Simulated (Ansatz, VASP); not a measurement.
**Two plane-wave programs on Ta2PbO3**

```xyz
6
Lattice="3.6442 0.0000 0.0000 -1.8221 3.1560 0.0000 0.0000 0.0000 7.6431" Properties=species:S:1:pos:R:3 pbc="T T T"
Ta    1.8221    1.0520    4.7283
Ta    0.0000    2.1040    2.9148
Pb    0.0000    0.0000    0.0000
O     1.8221    1.0520    2.5558
O     0.0000    2.1040    5.0873
O     0.0000    0.0000    3.8215
```

Change from the starting cell: species swapped into the Li3PrSb2 type (P-3m1, No. 164).

Alike in both runs: functional PBE; k mesh 5 × 5 × 3; occupations gaussian, width 0.2 eV; no spin polarisation.

Ansatz relaxed the structure, and its values are those at the end. VASP's run is a single point on that final structure, the one shown.

|  | VASP | Ansatz |
| --- | --- | --- |
| version | VASP 6.6.1 | Ansatz 0.2.0 |
| potentials or method | VASP PAW PBE potentials, release 64 (Ta_pv, Pb_d, O), cutoff 520 eV | scalar-relativistic, plane waves, PAW |
| valence electrons in the cell | 54 | 58 |

Ansatz gave:

| Quantity | Value |
| --- | --- |
| gap on the k mesh at the Fermi level (eV) | 0.27 |
| least direct gap on the mesh (eV) | 0.38 |
| pressure (GPa) | 0.2 |
| rms of the force components (eV/Å) | 0.005 |

Q: What did VASP give for the same quantities?

A: gap on the k mesh at the Fermi level (eV): 0.28; least direct gap on the mesh (eV): 0.39; pressure (GPa): 0.7; rms of the force components (eV/Å): 0.032.

The functional is the same, so the differences come from potentials, cutoffs and numerics. VASP's potentials hold 54 valence electrons a cell and Ansatz's 58, so a difference there can come from the potentials and not from the codes.

Spin-orbit coupling is off throughout.
